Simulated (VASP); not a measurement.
Wanted: the native input for a VASP 6.6.1 run.

```yaml
Task: single point
Functional: PBE
Potentials_or_basis: VASP PAW PBE potentials, release 64 (Al, As)
Cutoff: 500 eV
k_mesh: 6 × 6 × 6
Occupations: methfessel-paxton, width 0.01 eV
Spin: no spin polarisation
Dipole_correction: no
Further_INCAR_settings: ALGO = Normal; EDIFF = 1e-06; NBANDS = 11
```

The structure of AlAs lies in POSCAR:

```
AlAs
1.0
    0.0000000000      2.7327211542      2.7327211542
    2.7327211542      0.0000000000      2.7327211542
    2.7327211542      2.7327211542      0.0000000000
Al As
1 1
Direct
    0.0000000000      0.0000000000      0.0000000000
    0.2500000000      0.2500000000      0.2500000000
```

One way to write it, as run:

INCAR

```
ALGO     = Normal         # electronic algorithm
EDIFF    = 1E-6           # SCF threshold, eV
ENCUT    = 500            # plane-wave cutoff, eV
GGA      = PE             # functional
GGA_COMPAT= F            
ISIF     = 2              # what is computed and relaxed
ISMEAR   = 1              # smearing method
LASPH    = T              # aspherical terms in the spheres
LCHARG   = T              # write CHGCAR
LELF     = T              # ELF
LREAL    = F              # projectors in reciprocal space
LVHAR    = T            
LWAVE    = F              # write WAVECAR
NBANDS   = 11             # bands
NELM     = 120            # most SCF steps
PREC     = Accurate       # precision mode
SIGMA    = 0.01           # smearing width, eV
```

KPOINTS

```
k-points
0
Gamma
  6 6 6
```

Potentials or basis: VASP PAW PBE potentials, release 64 (Al, As).

Run with:

```bash
$ cat potpaw_PBE.64/Al/POTCAR potpaw_PBE.64/As/POTCAR > POTCAR
$ mpirun -np 1 vasp_std > vasp.out
```

Results of the run:

```json
{
  "Pressure": "13.1 GPa",
  "Band gap on the k mesh": "1.23 eV (least direct gap 2.93 eV)"
}
```

Caveat: the cell stands under pressure.

Wall time 4.4 s on 1 thread of Intel(R) Xeon(R) 6975P-C (Granite Rapids) (shared host), peak memory 0.15 GiB.
